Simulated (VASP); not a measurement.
Runs of VASP 6.6.1 on La. The structure is that of space group Fd-3m (No. 227), or close to it. The cells are those of the table. This isn't the form of La at room conditions, which is double hcp.

| task | cell | cutoff (eV) | gap on the mesh (eV) | pressure (GPa) |
| --- | --- | --- | --- | --- |
| single point | a = 4.548 Å, angles 60.0°, 2 atoms | 520 | none | (a) |
| relaxation of cell and atoms | relaxed to 7 GPa from a = 4.548 Å, angles 60.0°, 2 atoms | 600 | none | 7.0 |
| single point | a = 4.549 Å, angles 60.0°, 2 atoms | 520 | none | 6.8 |
| relaxation of cell and atoms | relaxed to 7 GPa from a = 4.661 Å, angles 60.0°, 2 atoms | 600 | none | 7.0 |

Alike in all rows: level PBE; potentials or basis VASP PAW PBE potentials, release 64 (La); no spin polarisation; k mesh 10 × 10 × 10; smearing fermi-dirac 0.1 eV.

Problem. Estimate the missing entries.

Solution. (a) 6.9.

Caveats: spin-orbit coupling is left out, which moves the levels of the heavy elements; the cell stands under pressure (at least some runs); the cell is relaxed towards a set pressure, so the run minimises the enthalpy, not the energy (at least some runs).

A k mesh can miss the band edges, and the runs leave out spin-orbit coupling on La.

A gap of «none» marks levels without a gap at the run's occupations.
